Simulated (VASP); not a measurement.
Crystal: AlN.

```
Al N
1.0
     0.00000    2.18488    2.18488
     2.18488    0.00000    2.18488
     2.18488    2.18488    0.00000
Al N
1 1
Direct
  0.00000 0.00000 0.00000
  0.25000 0.25000 0.25000
```

Base run:

```yaml
Program: VASP 6.6.1
Functional: r2SCAN
Potentials_or_basis: VASP PAW PBE potentials, release 64 (Al, N)
Cutoff: 520 eV
k_mesh: 8 × 8 × 8
Occupations: gaussian, width 0.01 eV
Spin: no spin polarisation
```

Its results: band gap on the k mesh 3.93 eV (least direct gap 4.88 eV); electronic dielectric tensor (diagonal) 4.24.

Question: The run is repeated on the same cell with these changes: functional from r2SCAN to PBE. What comes out?

Answer: Band gap on the k mesh 3.32 eV (least direct gap 4.19 eV); electronic dielectric tensor (diagonal) 4.59.

A k mesh can miss the band edges.
